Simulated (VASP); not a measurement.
A run of VASP 6.6.1 is set up as follows.

INCAR

```
SYSTEM = SiC
  PREC = Accurate
  ENCUT = 520
  EDIFF = 1E-6
  ISMEAR = 0
  SIGMA = 0.05
  LREAL = .FALSE.
  LASPH = .TRUE.
  NELM = 80
  ALGO = Normal
  ISIF = 2
  LWAVE = .FALSE.
  LCHARG = .FALSE.
  GGA = PE
  NBANDS = 16
```

File KPOINTS:

```
Automatic mesh
0
G
  6 6 4
  0 0 0
```

The input POSCAR:

```
SiC
1.0
    3.0759982064      0.0000000000      0.0000000000
   -1.5379991032      2.6638925888      0.0000000000
    0.0000000000      0.0000000000      5.0480000000
Si C
2 2
Direct
    0.2970733944      0.6401225491      0.0198098257
    0.6666666667      0.3333333333      0.5000000000
    0.3333333333      0.6666666667      0.3850000000
    0.6666666667      0.3333333333      0.8850000000
```

Potentials or basis: VASP PAW PBE potentials, release 64 (Si, C).

Launch:

```console
$ cat potpaw_PBE.64/Si/POTCAR potpaw_PBE.64/C/POTCAR > POTCAR
$ mpirun -np 1 vasp_std > vasp.out
```

(1) Predict the pressure.

(2) Predict the band gap on the k mesh.

Results:

(1) 4.4 GPa.

(2) 1.81 eV, indirect (least direct gap 3.73 eV).

Caveat: the cell differs from its parent crystal (atom 1 (Si) moved by (-0.100, +0.100) A along [1 1 0] and z); forces of over 1 eV/Å act on the atoms, so gaps and moduli don't describe the material at rest.
